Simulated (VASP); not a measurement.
Write the native input for VASP 6.6.1 that does the following.

- Task: single point
- Functional: PBEsol
- Potentials or basis: VASP PAW PBE potentials, release 64 (Al, Ni)
- Cutoff: 520 eV
- k mesh: 16 × 16 × 16
- Occupations: gaussian, width 0.15 eV
- Spin: no spin polarisation
- Dipole correction: no
- Further INCAR settings: ALGO = Fast; EDIFF = 1e-06; NBANDS = 14

The structure of AlNi lies in POSCAR:

```
AlNi
1.0
    1.9538327071     -1.9537807868      0.0000000000
    1.9538327071      1.9537807868      0.0000000000
    0.0000000000      0.0000000000      2.7924000000
Al Ni
1 1
Direct
    0.0000000000      0.0000000000      0.0000000000
    0.5000000000      0.5000000000      0.5000000000
```

One way to write it, as run:

INCAR

```
SYSTEM = AlNi
  PREC = Accurate
  ENCUT = 520
  EDIFF = 1E-6
  ISMEAR = 0
  SIGMA = 0.15
  LREAL = .FALSE.
  LASPH = .TRUE.
  NELM = 100
  ALGO = Fast
  ISIF = 2
  LWAVE = .FALSE.
  LCHARG = .FALSE.
  GGA = PS
  NBANDS = 14
```

KPOINTS

```
regular mesh
0
G
  16 16 16
  0 0 0
```

Potentials or basis: VASP PAW PBE potentials, release 64 (Al, Ni).

Run with:

```console
$ cat potpaw_PBE.64/Al/POTCAR potpaw_PBE.64/Ni/POTCAR > POTCAR
$ mpirun -np 1 vasp_std > vasp.out
```

Results of the run:

```json
{"Pressure": "20.5 GPa"}
```

Caveat: the PAW data sets were made with another functional, which shifts forces and pressure a little.

Run time: 95 s on 1 thread of Intel(R) Xeon(R) Platinum 8488C (Sapphire Rapids), on a shared host, peak memory 0.31 GiB.
